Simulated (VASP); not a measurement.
# ZnO (Pm-3m) in VASP: a series of runs

ZnO is run at these levels: PBE-based screened hybrid; tasks: single point.

Everything below comes from runs of VASP 6.6.1. Logs are shortened: lines on timing, memory, paths and dates and some standing lists are left out, and cuts for length are marked.

## Step 1: The cell of the first run

The structure is cubic, space group Pm-3m (No. 221). Conventional cell: a = 2.646 Å, b = 2.646 Å, c = 2.646 Å, α = 90.00°, β = 90.00°, γ = 90.00°. Zn (site symmetry m-3m) has 8 O at 2.29 Å and 6 Zn at 2.65 Å within 3.0 Å. Within 3.0 Å of O (site symmetry m-3m) lie 8 Zn at 2.29 Å and 6 O at 2.65 Å.

## Step 2: Single point, PBE-based screened hybrid

Contents of POSCAR:

```
ZnO
1.0
    2.6461709590      0.0000000000      0.0000000000
    0.0000000000      2.6461709590      0.0000000000
    0.0000000000      0.0000000000      2.6461709590
Zn O
1 1
Direct
    0.0000000000      0.0000000000      0.0000000000
    0.5000000000      0.5000000000      0.5000000000
```

Contents of INCAR.step1:

```
SYSTEM = ZnO
PREC = Accurate
ENCUT = 520
EDIFF = 1E-5
ISMEAR = -1
SIGMA = 0.02
LREAL = .False.
LASPH = .True.
NELM = 80
ALGO = Normal
ISIF = 2
LWAVE = .True.
GGA = PE
NBANDS = 16
```

Contents of INCAR.step2:

```
SYSTEM = ZnO
PREC = Accurate
ENCUT = 520
EDIFF = 1E-7
ISMEAR = -1
SIGMA = 0.02
LREAL = .False.
LASPH = .True.
NELM = 80
ALGO = Normal
ISIF = 2
LWAVE = .False.
LCHARG = .True.
GGA = PE
LHFCALC = .True.
AEXX = 0.4
HFSCREEN = 0.2078
PRECFOCK = Normal
LELF = .True.
LVHAR = .True.
ISTART = 1
NBANDS = 16
```

Contents of KPOINTS:

```
regular mesh
0
Gamma
  4 4 4
  0 0 0
```

Potentials or basis: VASP PAW PBE potentials, release 64 (Zn, O).

On the command line:

```console
cat potpaw_PBE.64/Zn/POTCAR potpaw_PBE.64/O/POTCAR > POTCAR
cp INCAR.step1 INCAR
mpirun -np 1 vasp_std > vasp.out
cp INCAR.step2 INCAR
mpirun -np 1 vasp_std > vasp.out
```

OUTCAR:

```text
SYSTEM = ZnO
   PREC = Accurate
   ENCUT = 520
   EDIFF = 1E-7
   ISMEAR = -1
   LREAL = .False.
   LASPH = .True.
   NELM = 80
   ISIF = 2
   GGA = PE
   LHFCALC = .True.
   AEXX = 0.4
   HFSCREEN = 0.2078
   PRECFOCK = Normal
   ISTART = 1

 ion  position               nearest neighbor table
   1  0.000  0.000  0.000-   2 2.29   2 2.29   2 2.29   2 2.29   2 2.29   2 2.29   2 2.29   2 2.29

   2  0.500  0.500  0.500-   1 2.29   1 2.29   1 2.29   1 2.29   1 2.29   1 2.29   1 2.29   1 2.29

  LATTYP: Found a simple cubic cell.
 ALAT       =     2.6461709590

  Lattice vectors:

 A1 = (   2.6461709590,   0.0000000000,   0.0000000000)
 A2 = (   0.0000000000,   2.6461709590,   0.0000000000)
 A3 = (   0.0000000000,   0.0000000000,   2.6461709590)

Analysis of symmetry for initial positions (statically):
=====================================================================
 Subroutine PRICEL returns:
 Original cell was already a primitive cell.

 Routine SETGRP: Setting up the symmetry group for a
 simple cubic supercell.

 Subroutine GETGRP returns: Found 48 space group operations
 (whereof 48 operations were pure point group operations)
 out of a pool of 48 trial point group operations.

The static configuration has the point symmetry O_h .

Analysis of symmetry for dynamics (positions and initial velocities):
=====================================================================
 Subroutine PRICEL returns:
 Original cell was already a primitive cell.

 Routine SETGRP: Setting up the symmetry group for a
 simple cubic supercell.

 Subroutine GETGRP returns: Found 48 space group operations
 (whereof 48 operations were pure point group operations)
 out of a pool of 48 trial point group operations.

The dynamic configuration has the point symmetry O_h .

 Subroutine INISYM returns: Found 48 space group operations
 (whereof 48 operations are pure point group operations),
 and found     1 'primitive' translations

----------------------------------------------------------------------------------------

                                     Primitive cell

  volume of cell :      18.5291

  direct lattice vectors                    reciprocal lattice vectors
     2.646170959  0.000000000  0.000000000     0.377904533  0.000000000  0.000000000
[... 75 lines left out ...]
   IBRION =     -1    ionic relax: 0-MD 1-quasi-New 2-CG
   NFREE  =      0    steps in history (QN), initial steepest desc. (CG)
   ISIF   =      2    stress and relaxation
   ISYM   =      3    0-nonsym 1-usesym 2-fastsym
   POTIM  = 0.5000    time-step for ionic-motion
   TEBEG  =    0.0;   TEEND  =   0.0 temperature during run
   PSTRESS=    0.0 pullay stress
   NELECT =      18.0000    total number of electrons
   NUPDOWN=      -1.0000    fix difference up-down
   EMIN   =  10.00;   EMAX   =-10.00  energy-range for DOS
   EFERMI =   0.00;   METHOD = LEGACY
   ISMEAR =    -1;   SIGMA  =   0.02  broadening in eV -4-tet -1-fermi 0-gaus
   EFERMI_NEDOS =   21; number of points for ismear=-14 and -15
   IALGO  =     38    algorithm
   IMIX   =      1    mixing-type and parameters
     AMIX     =   0.40;   BMIX     =  1.00
     AMIX_MAG =   1.60;   BMIX_MAG =  1.00
  volume/ion in A,a.u.               =       9.26        62.52
  Fermi-wavevector in a.u.,A,eV,Ry     =   1.621366  3.063938 35.767379  2.628828
  Thomas-Fermi vector in A             =   2.715154
   LORBIT       =      0    0 simple, 1 ext, 2 COOP (PROOUT), +10 PAW based schemes
   GGA     = PE    functional components
   LHFCALC =     T    Hartree Fock is set to
   PRECFOCK=normal    Normal, Fast or Accurate (Low or Medium for compatibility)
   ENCUT4O =  -1.0   cutoff for four orbital integrals eV
   NKREDX  =     1    reduce k-point grid by
   NKREDY  =     1    reduce k-point grid by
   NKREDZ  =     1    reduce k-point grid by
   AEXX    =    0.4000 exact exchange contribution
   HFSCREEN=    0.2078 screening length (either q_TF or 0.3 A-1)
   HFSCREENC=   0.2078 screening length for correlation (either q_TF or 0.3 A-1)
   ENCUTFOCK=  -1.0 apply spherical cutoff to Coloumb kernel
   IVDW    =     0    specifies the selected vdW correction
   LEPSILON=     F    determine dielectric tensor
   LRPA    =     F    only Hartree local field effects (RPA)
 non-spin polarized calculation
  energy-cutoff  :      520.00
  volume of cell :       18.53
 maximum number of plane-waves:       507
 NGX is ok and might be reduce to    20
  NGX = 16; NGY = 16; NGZ = 16

 number of electron      18.0000026 magnetization

 Free energy of the ion-electron system (eV)
  ---------------------------------------------------
  ext. energy  EPLUGINS =         0.00000000
  ---------------------------------------------------
  free energy    TOTEN  =       -11.26768596 eV

  energy without entropy =      -11.26768596  energy(sigma->0) =      -11.26768596

 E-fermi :   2.4636     XC(G=0):  -8.9567

 val. band max:        1.8938693617   @ k =   0.5000   0.0000   0.0000
 cond. band min:       3.7516048245   @ k =   0.0000   0.0000   0.0000
 fundamental gap:      1.8577354628
 Fermi energy:         2.4635694396

 k-point     1 :       0.0000    0.0000    0.0000
  band No.  band energies     occupation
      1     -19.5699      2.00000
      2      -6.9255      2.00000
      3      -6.9255      2.00000
      4      -5.8704      2.00000
      5      -5.8704      2.00000
      6      -5.8704      2.00000
[... 167 lines left out ...]
      3      -7.5773      2.00000
      4      -7.5773      2.00000
      5      -5.4123      2.00000
      6      -5.4123      2.00000
[... 8 lines left out ...]
     15      27.1906      0.00000
     16      27.1906      0.00000

------------------------ aborting loop because EDIFF is reached ----------------------------------------

  FORCE on cell =-STRESS in cart. coord.  units (eV):
  Direction    XX          YY          ZZ          XY          YZ          ZX
  --------------------------------------------------------------------------------------
  -------------------------------------------------------------------------------------
  Total       -0.3522230     -0.3522230     -0.3522230      0.0000000     -0.0000000      0.0000000
  in kB      -30.4561242    -30.4561242    -30.4561242      0.0000000     -0.0000000      0.0000000
  external PRESSURE =     -30.4561242 kB  Pullay stress =       0.0000000 kB

 VOLUME and BASIS-vectors are now :
 -----------------------------------------------------------------------------
  energy-cutoff  :      520.00
  volume of cell :       18.53
      direct lattice vectors                 reciprocal lattice vectors
     2.646170959  0.000000000  0.000000000     0.377904533  0.000000000  0.000000000
     0.000000000  2.646170959  0.000000000     0.000000000  0.377904533  0.000000000
     0.000000000  0.000000000  2.646170959     0.000000000  0.000000000  0.377904533

 POSITION                                       TOTAL-FORCE (eV/Angst)
 -----------------------------------------------------------------------------------
      0.00000      0.00000      0.00000         0.000000      0.000000      0.000000
      1.32309      1.32309      1.32309         0.000000      0.000000      0.000000
 -----------------------------------------------------------------------------------
    total drift:                               -0.000003     -0.000003     -0.000003

  FREE ENERGIE OF THE ION-ELECTRON SYSTEM (eV)
  ---------------------------------------------------
  free  energy   TOTEN  =       -11.2676859602 eV

  energy  without entropy=      -11.2676859602  energy(sigma->0) =      -11.26768596
```

OSZICAR.step1:

```text
N       E                     dE             d eps       ncg     rms          rms(c)
DAV:   1     0.848701267940E+02    0.84870E+02   -0.99816E+03   344   0.175E+03
DAV:   2    -0.546704567338E+01   -0.90337E+02   -0.81459E+02   368   0.294E+02
DAV:   3    -0.918715809504E+01   -0.37201E+01   -0.37092E+01   320   0.582E+01
DAV:   4    -0.920188524392E+01   -0.14727E-01   -0.14726E-01   392   0.375E+00
DAV:   5    -0.920192046767E+01   -0.35224E-04   -0.35224E-04   352   0.175E-01    0.874E+00
DAV:   6    -0.744896312858E+01    0.17530E+01   -0.30166E+00   400   0.596E+01    0.614E+00
DAV:   7    -0.742768480809E+01    0.21278E-01   -0.58841E-01   328   0.113E+01    0.319E+00
DAV:   8    -0.740020859419E+01    0.27476E-01   -0.73331E-02   344   0.243E+00    0.645E-01
DAV:   9    -0.739724678169E+01    0.29618E-02   -0.35409E-03   432   0.115E+00    0.969E-02
DAV:  10    -0.739726557305E+01   -0.18791E-04   -0.72027E-04   360   0.232E-01    0.512E-02
DAV:  11    -0.739727969264E+01   -0.14120E-04   -0.29029E-05   376   0.568E-02    0.472E-03
DAV:  12    -0.739727928196E+01    0.41068E-06   -0.14738E-06   232   0.133E-02
   1 F= -.73972793E+01 E0= -.73963895E+01  d E =-.177962E-02
```

It took 6.9 min on 1 thread of AMD EPYC 7R43 (Zen 3), shared host; peak memory 0.19 GiB.

Results:

```
Free energy            : -11.2677 eV
Pressure               : -3.0 GPa
Band gap on the k mesh : 1.86 eV, indirect (least direct gap 3.20 eV)
```

Levels at points of the mesh, in eV from the valence-band top:
| k point | band 7 | band 8 | band 9 | band 10 | band 11 | band 12 |
| --- | --- | --- | --- | --- | --- | --- |
| (0.00, 0.00, 0.00) | -1.34 | -1.34 | -1.34 | 1.86 | 17.08 | 17.08 |
| (0.50, 0.00, 0.00) | -6.08 | 0.00 | 0.00 | 7.99 | 10.30 | 19.40 |
| (0.50, 0.50, 0.00) | -5.64 | -5.64 | -0.10 | 5.43 | 13.92 | 13.92 |
| (0.50, 0.50, 0.50) | -1.96 | -1.96 | -1.96 | 8.17 | 8.17 | 8.17 |

Caveat: the k points lie up to 0.59 Å⁻¹ apart; the PAW data sets were made with another functional, which shifts forces and pressure a little. A k mesh can miss the band edges.

## Step 3: Single point, PBE-based screened hybrid

POSCAR is that of step 2.

Contents of INCAR.step1:

```
SYSTEM = ZnO
  PREC = Accurate
  ENCUT = 520
  EDIFF = 1E-5
  ISMEAR = -1
  SIGMA = 0.02
  LREAL = .False.
  LASPH = .True.
  NELM = 80
  ALGO = Normal
  ISIF = 2
  LWAVE = .True.
  LCHARG = .False.
  GGA = PE
  NBANDS = 16
```

Contents of INCAR.step2:

```
SYSTEM = ZnO
  PREC = Accurate
  ENCUT = 520
  EDIFF = 1E-6
  ISMEAR = -1
  SIGMA = 0.02
  LREAL = .False.
  LASPH = .True.
  NELM = 80
  ALGO = Normal
  ISIF = 2
  LWAVE = .False.
  LCHARG = .False.
  GGA = PE
  LHFCALC = .True.
  AEXX = 0.3
  HFSCREEN = 0.2078
  PRECFOCK = Normal
  ISTART = 1
  NBANDS = 16
```

KPOINTS is that of step 2.

Potentials or basis: VASP PAW PBE potentials, release 64 (Zn, O).

On the command line:

```console
cat potpaw_PBE.64/Zn/POTCAR potpaw_PBE.64/O/POTCAR > POTCAR
cp INCAR.step1 INCAR
mpirun -np 1 vasp_std > vasp.out
cp INCAR.step2 INCAR
mpirun -np 1 vasp_std > vasp.out
```

It took 4.7 min on 1 thread of AMD EPYC 7R43 (Zen 3), shared host; peak memory 0.19 GiB.

Results (log left out):

| Quantity | Value |
| --- | --- |
| Free energy | -10.2386 eV |
| Pressure | -0.4 GPa |
| Band gap on the k mesh | 1.18 eV, indirect (least direct gap 2.51 eV) |

Levels at points of the mesh, in eV from the valence-band top:
```tsv
k point	band 5	band 6	band 7	band 8	band 9	band 10	band 11	band 12	band 13	band 14
(0.00, 0.00, 0.00)	-7.19	-7.19	-1.33	-1.33	-1.33	1.18	16.37	16.37	20.95	20.95
(0.50, 0.00, 0.00)	-7.79	-7.15	-5.74	0.00	0.00	7.27	9.41	18.53	18.53	19.49
(0.50, 0.50, 0.00)	-7.32	-6.79	-5.53	-5.53	-0.12	4.71	13.02	13.02	18.33	24.75
(0.50, 0.50, 0.50)	-6.76	-6.76	-1.83	-1.83	-1.83	7.47	7.47	7.47	12.76	24.29
```

Caveat: the k points lie up to 0.59 Å⁻¹ apart; the PAW data sets were made with another functional, which shifts forces and pressure a little. A k mesh can miss the band edges.
